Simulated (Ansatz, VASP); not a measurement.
Ga2BAs3: VASP beside Ansatz

Contents of INCAR:

```
SYSTEM = Ga2BAs3
PREC     = Accurate       ! precision mode
ENCUT    = 600            ! plane-wave cutoff, eV
EDIFF    = 1E-7           ! SCF threshold, eV
ISMEAR   = 0              ! smearing method
SIGMA    = 0.1            ! smearing width, eV
LREAL    = .FALSE.        ! projectors in reciprocal space
LASPH    = .TRUE.         ! aspherical terms in the spheres
NELM     = 60             ! most SCF steps
ALGO     = Normal         ! electronic algorithm
ISIF     = 3              ! what is computed and relaxed
LWAVE    = .FALSE.        ! write WAVECAR
LCHARG   = .FALSE.        ! write CHGCAR
GGA      = PE             ! functional
IBRION   = 2              ! ionic algorithm
NSW      = 100            ! ionic steps
EDIFFG   = -0.01          ! ionic threshold
```

The input KPOINTS:

```
regular mesh
0
G
  12 12 4
  0 0 0
```

The input POSCAR:

```
Ga2BAs3
1.0
    3.1319019588      0.0000000000      0.0000000000
    0.0000000000      3.1319019588      0.0000000000
    0.0000000000      0.0000000000     11.2496385202
Ga B As
2 1 3
Direct
    0.0000000000      0.0000000000      0.3398023094
    0.0000000000      0.0000000000      0.6601976906
    0.0000000000      0.0000000000      0.0000000000
    0.5000000000      0.5000000000      0.1086228153
    0.5000000000      0.5000000000      0.5000000000
    0.5000000000      0.5000000000      0.8913771847
```

Input for Ansatz:

```yaml
crystal:
  lattice:
    - [3.1319019588, 0.0, 0.0]
    - [0.0, 3.1319019588, 0.0]
    - [0.0, 0.0, 11.2496385202]
  atoms:
    - { symbol: Ga, position: [0.0, 0.0, 0.3398023094] }
    - { symbol: Ga, position: [0.0, 0.0, 0.6601976906] }
    - { symbol: B, position: [0.0, 0.0, 0.0] }
    - { symbol: As, position: [0.5, 0.5, 0.1086228153] }
    - { symbol: As, position: [0.5, 0.5, 0.5] }
    - { symbol: As, position: [0.5, 0.5, 0.8913771847] }
basis:
  ecutwfc: 420
kpoints:
  mp_grid: { grid: [12, 12, 4] }
hamiltonian:
  xc: pbe
scf:
  occupations: { method: gaussian, width: 0.1 }
output:
  forces: true
  stress: true
  eigenvalues: true
relax:
  adjacent_minimum: "off"
  f_tol: 0.01
  max_steps: 80
  cell: { stress_tol: 0.05 }
```

Change from the starting cell: species swapped into the Pr3MgAl2 type (P4/mmm, No. 123).

Alike in both runs: task relaxation of cell and atoms; functional PBE; k mesh 12 × 12 × 4; occupations gaussian, width 0.1 eV; no spin polarisation.

|  | VASP | Ansatz |
| --- | --- | --- |
| version | VASP 6.6.1 | Ansatz 0.2.0 |
| potentials or method | VASP PAW PBE potentials, release 64 (Ga_d, B, As), cutoff 600 eV | scalar-relativistic, plane waves, PAW |
| valence electrons in the cell | 44 | 74 |

|  | VASP | Ansatz | Ansatz less VASP |
| --- | --- | --- | --- |
| gap on the k mesh at the Fermi level, each at its own relaxed structure (eV) | none | none | - |
| relaxed volume (Å³/atom) | 18.76 | 18.74 | -0.013 |
| relaxed length of the cell vector where the two differ most in proportion (Å) | 3.026 | 3.025 | -0.0010 |

A gap of «none» marks a metal or a gap that the smearing closes. VASP's potentials hold 44 valence electrons a cell and Ansatz's 74, so a difference there can come from the potentials and not from the codes.

Noted on VASP's run: too few bands were computed for a metal, which touches its energy and stress.
